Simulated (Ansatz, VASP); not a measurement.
V in VASP and in Ansatz

Contents of INCAR:

```
ALGO = Normal
EDIFF = 1E-8
ENCUT = 520
GGA = PE
ISIF = 2
ISMEAR = -1
ISPIN = 2
LASPH = T
LCHARG = F
LEFG = T
LMAXMIX = 4
LORBIT = 11
LREAL = F
LWAVE = F
MAGMOM = 1.5
NBANDS = 16
NELM = 150
PREC = Accurate
SIGMA = 0.03
```

Contents of KPOINTS:

```
k-points
0
Gamma
  19 19 19
```

Contents of POSCAR:

```
V
1.0
   -1.4821137825      1.4821137825      1.4821137825
    1.4821137825     -1.4821137825      1.4821137825
    1.4821137825      1.4821137825     -1.4821137825
V
1
Direct
    0.0000000000      0.0000000000      0.0000000000
```

Input for Ansatz:

```yaml
crystal:
  lattice:
    - [-1.4821137825, 1.4821137825, 1.4821137825]
    - [1.4821137825, -1.4821137825, 1.4821137825]
    - [1.4821137825, 1.4821137825, -1.4821137825]
  atoms:
    - { symbol: V, position: [0.0, 0.0, 0.0], spin: 1.5 }
magnetization:
  spin_polarized: true
kpoints:
  mp_grid: { grid: [19, 19, 19] }
scf:
  occupations: { method: fermi_dirac, width: 0.03 }
hamiltonian:
  xc: pbe
  pseudopotentials: { kind: all_electron, datasets: crystal }
output:
  forces: true
  stress: true
  eigenvalues: true
  efg: { contact_densities: true }
```

Change from the starting cell: volume scaled by 0.94, crystal datasets.

Alike in both runs: task electric field gradients; functional PBE; k mesh 19 × 19 × 19; occupations fermi-dirac, width 0.03 eV; collinear spin.

|  | VASP | Ansatz |
| --- | --- | --- |
| version | VASP 6.6.1 | Ansatz 0.2.0 |
| potentials or method | VASP PAW PBE potentials, release 64 (V_sv), cutoff 520 eV | all-electron PAW with datasets made for the crystal, scalar-relativistic |

|  | VASP | Ansatz | Ansatz less VASP |
| --- | --- | --- | --- |
| pressure (GPa) | 6.5 | 6.1 | -0.32 |
| net moment per atom (μB) | 0.00 | 0.00 | 0.000 |

Ansatz ran all-electron here, and VASP with PAW potentials. Ansatz's warnings: seeded moment not kept.
